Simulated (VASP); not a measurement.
A run of VASP 6.6.1 is set up as follows.

Contents of POSCAR:

```
Zr2N
1.0
    4.8412796016      0.0000000000      0.0000000000
    0.0000000000      4.8412796016      0.0000000000
    0.0000000000      0.0000000000      3.8814657138
Zr N
4 2
Direct
    0.2903971948      0.2903971948      0.0000000000
    0.7096028052      0.7096028052      0.0000000000
    0.7903971948      0.2096028052      0.5000000000
    0.2096028052      0.7903971948      0.5000000000
    0.0000000000      0.0000000000      0.0000000000
    0.5000000000      0.5000000000      0.5000000000
```

Contents of INCAR.step1:

```
ALGO = Normal
EDIFF = 1E-4
ENCUT = 520
GGA = PE
ISMEAR = 0
LASPH = T
LCHARG = F
LREAL = F
LWAVE = T
NBANDS = 38
NELM = 80
PREC = Accurate
SIGMA = 0.1
```

The input INCAR.step2:

```
ALGO = Normal
EDIFF = 1E-7
ENCUT = 520
ISIF = 2
ISMEAR = 0
ISTART = 1
LASPH = T
LCHARG = T
LELF = T
LMIXTAU = T
LREAL = F
LVHAR = T
LWAVE = F
METAGGA = R2SCAN
NBANDS = 38
NELM = 80
PREC = Accurate
SIGMA = 0.1
```

The input KPOINTS:

```
k-points
0
Gamma
  1 1 1
```

Potentials or basis: VASP PAW PBE potentials, release 64 (Zr_sv, N).

Launch:

```bash
$ cat potpaw_PBE.64/Zr_sv/POTCAR potpaw_PBE.64/N/POTCAR > POTCAR
$ cp INCAR.step1 INCAR
$ mpirun -np 1 vasp_gam > vasp.out
$ cp INCAR.step2 INCAR
$ mpirun -np 1 vasp_gam > vasp.out
```

Question: What does it give for the pressure?

Answer: 0.3 GPa.

Question: Predict the largest force.

Answer: 0.041 eV/Å.

Question: Estimate the band gap on the k mesh.

Answer: 0.75 eV.

Forces on the atoms (eV/Å):
```
Zr   0.029  0.029  0.000
Zr  -0.029 -0.029  0.000
Zr   0.029 -0.029  0.000
Zr  -0.029  0.029  0.000
N    0.000  0.000  0.000
N    0.000  0.000  0.000
```

Caveat: the k points lie up to 1.62 Å⁻¹ apart; the PAW data sets were made with another functional, which shifts forces and pressure a little. r2SCAN opens gaps a little over a GGA but as a rule still falls short of measured ones.
